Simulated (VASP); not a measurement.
A run of VASP 6.6.1 is set up as follows.

The input POSCAR:

```
CdO2
1.0
    3.4762295800      0.0000000000      0.0000000000
   -1.7381147900      3.0105031200      0.0000000000
    0.0000000000      0.0000000000      4.1480760000
Cd O
1 2
Direct
    0.0000000000      0.0000000000      0.0000000000
    0.6666666667      0.3333333333      0.7557810000
    0.3333333333      0.6666666667      0.2442190000
```

INCAR.step1

```
  ALGO = Normal
  EDIFF = 1E-4
  ENCUT = 520
  GGA = PE
  ISMEAR = -1
  LASPH = True
  LCHARG = False
  LREAL = False
  LWAVE = True
  NBANDS = 19
  NELM = 80
  PREC = Accurate
  SIGMA = 0.025
```

The input INCAR.step2:

```
  ALGO = Normal
  EDIFF = 1E-6
  ENCUT = 520
  ISIF = 2
  ISMEAR = -1
  ISTART = 1
  LASPH = True
  LCHARG = True
  LELF = True
  LMIXTAU = True
  LREAL = False
  LVHAR = True
  LWAVE = False
  METAGGA = R2SCAN
  NBANDS = 19
  NELM = 80
  PREC = Accurate
  SIGMA = 0.025
```

File KPOINTS:

```
k-points
0
Gamma
  9 9 7
```

Potentials or basis: VASP PAW PBE potentials, release 64 (Cd, O).

Run with:

```console
$ cat potpaw_PBE.64/Cd/POTCAR potpaw_PBE.64/O/POTCAR > POTCAR
$ cp INCAR.step1 INCAR
$ mpirun -np 1 vasp_std > vasp.out
$ cp INCAR.step2 INCAR
$ mpirun -np 1 vasp_std > vasp.out
```

Question: What does it give for the band gap on the k mesh?

Answer: Zero (band 12 reaches -0.62 eV, above the bottom of band 13 at -1.55 eV).

Question: Estimate the pressure.

Answer: -8.5 GPa.

Question: Predict the largest force.

Answer: 0.111 eV/Å.

Forces in eV/Å, atoms in the order of the input:
```
Cd   0.000  0.000  0.000
O    0.000  0.000  0.111
O    0.000  0.000 -0.111
```

Caveat: the PAW data sets were made with another functional, which shifts forces and pressure a little.
